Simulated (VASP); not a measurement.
**InSb: single point with r2SCAN**

InSb:

```
CELL_PARAMETERS angstrom
0.00000 3.11562 2.99100
3.11562 0.00000 2.99100
3.11562 3.11562 0.00000
ATOMIC_POSITIONS crystal
In 0.00000 0.00000 0.00000
Sb 0.50000 0.50000 0.50000
```

This cell differs from its parent crystal: ratio of the length along z to the lengths across it x 0.96, volume and fractional coordinates fixed.

- Program: VASP 6.6.1
- Task: single point
- Functional: r2SCAN
- Potentials or basis: VASP PAW PBE potentials, release 64 (In_d, Sb)
- Cutoff: 520 eV
- k mesh: 6 × 6 × 6
- Occupations: gaussian, width 0.15 eV
- Spin: no spin polarisation

| Quantity | Value |
| --- | --- |
| Pressure | -1.2 GPa |
| Band gap on the k mesh | zero (bands 9 and 10 overlap by 2.88 eV) |

Stress tensor (GPa, compression positive):
```
-2.22  0.00  0.00
 0.00 -2.22  0.00
 0.00  0.00  0.85
```

Levels at points of the mesh, in eV from the Fermi level:
```tsv
k point	band 6	band 7	band 8	band 9	band 10	band 11	band 12	band 13
(0.00, 0.00, 0.00)	-11.47	-0.53	-0.24	-0.07	-0.07	5.91	5.91	6.36
(0.50, 0.00, 0.00)	-9.59	-6.72	0.09	0.27	2.29	2.38	2.84	3.48
(0.50, 0.50, 0.00)	-8.63	-4.69	-3.70	-2.45	-2.45	3.37	8.51	8.51
(0.50, 0.00, 0.50)	-8.98	-4.66	-3.29	-2.52	-2.04	3.54	8.02	9.37
```

Run time: 78 s on 1 thread of AMD EPYC 7R13, with other jobs on the host, peak memory 0.18 GiB.

Caveat: the PAW data sets were made with another functional, which shifts forces and pressure a little; spin-orbit coupling is left out, which moves the levels of the heavy elements.
